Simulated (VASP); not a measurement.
Set up this calculation in VASP 6.6.1, as the native input.

* Task: single point
* Functional: LDA
* Potentials or basis: VASP PAW LDA potentials, release 64 (Ta_pv, N)
* Cutoff: 600 eV
* k mesh: 14 × 14 × 4
* Occupations: gaussian, width 0.15 eV
* Spin: no spin polarisation
* Dipole correction: no
* Further INCAR settings: ALGO = Normal; EDIFF = 1e-06; NBANDS = 42

The structure of TaN lies in POSCAR:

```
TaN
1.0
   -3.1035877079      0.0000000000      0.0000000000
   -1.5517938539     -2.6877857979      0.0000000000
    0.0000000000      0.0000000000     12.0200957435
Ta N
4 4
Direct
    0.3333333333      0.3333333333      0.0148751535
    0.3333333333      0.3333333333      0.5148751535
    0.6666666667      0.6666666667      0.2648751535
    0.6666666667      0.6666666667      0.7648751535
    0.3333333333      0.3333333333      0.1776248465
    0.3333333333      0.3333333333      0.6776248465
    0.6666666667      0.6666666667      0.4276248465
    0.6666666667      0.6666666667      0.9276248465
```

These files were run (other wordings do the same):

INCAR

```
SYSTEM = TaN
ALGO = Normal
EDIFF = 1E-6
ENCUT = 600
GGA = CA
GGA_COMPAT = .False.
ISIF = 2
ISMEAR = 0
LASPH = .True.
LCHARG = .False.
LREAL = .False.
LWAVE = .False.
NBANDS = 42
NELM = 120
PREC = Accurate
SIGMA = 0.15
```

KPOINTS

```
k-points
0
Gamma
  14 14 4
  0 0 0
```

Potentials or basis: VASP PAW LDA potentials, release 64 (Ta_pv, N).

Command:

```sh
$ cat potpaw_LDA.64/Ta_pv/POTCAR potpaw_LDA.64/N/POTCAR > POTCAR
$ mpirun -np 1 vasp_std > vasp.out
```

Results of the run:

| Quantity | Value |
| --- | --- |
| Pressure | 1.5 GPa |
| Largest force | 0.018 eV/Å |
| Band gap on the k mesh | zero (bands 32 and 33 overlap by 0.32 eV) |

Caveat: spin-orbit coupling is left out, which moves the levels of the heavy elements.

It took 5.1 min on 1 thread of AMD EPYC 7R13 Processor (Zen 3), with other jobs on the host, peak memory 0.37 GiB.
